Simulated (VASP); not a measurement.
Runs of VASP 6.6.1 on ScAl3. The structure is cubic, space group Pm-3m (No. 221). Conventional cell: a = 4.088 Å, b = 4.088 Å, c = 4.088 Å, α = 90.00°, β = 90.00°, γ = 90.00°. Within 3.8 Å of Sc (site symmetry m-3m) lie 12 Al at 2.89 Å. Al (site symmetry 4/mmm) has 4 Sc at 2.89 Å and 8 Al at 2.89 Å within 3.8 Å. 

| task | level | cell | cutoff (eV) | smearing | gap on the mesh (eV) | pressure (GPa) | relaxed volume (Å³/atom) |
| --- | --- | --- | --- | --- | --- | --- | --- |
| single point | PBE | as given | 520 | gaussian 0.028 eV | none | 1.1 | - |
| relaxation of cell and atoms | PBEsol+D4 | relaxed | 600 | fermi-dirac 0.05 eV | none | 0.0 | (a) |
| single point | PBE | as given | 520 | gaussian 0.02 eV | none | 1.1 | - |
| relaxation of cell and atoms | PBEsol | relaxed to 2 GPa | 600 | fermi-dirac 0.05 eV | none | 2.0 | - |
| relaxation of cell and atoms | revPBE+D4 | relaxed | 600 | fermi-dirac 0.05 eV | none | 0.0 | 16.61 |

Alike in all rows: potentials or basis VASP PAW PBE potentials, release 64 (Sc_sv, Al); no spin polarisation; k mesh 7 × 7 × 7.

Question: Fill in the values left out.

Answer: (a) 16.56.

Caveats: the PAW data sets were made with another functional, which shifts forces and pressure a little (some runs); pairwise dispersion overbinds metals, which lowers pressure and volume (some runs); the cell is relaxed towards a set pressure, so the enthalpy falls and the energy may rise (some runs).

A gap of «none» marks levels without a gap at the run's occupations.
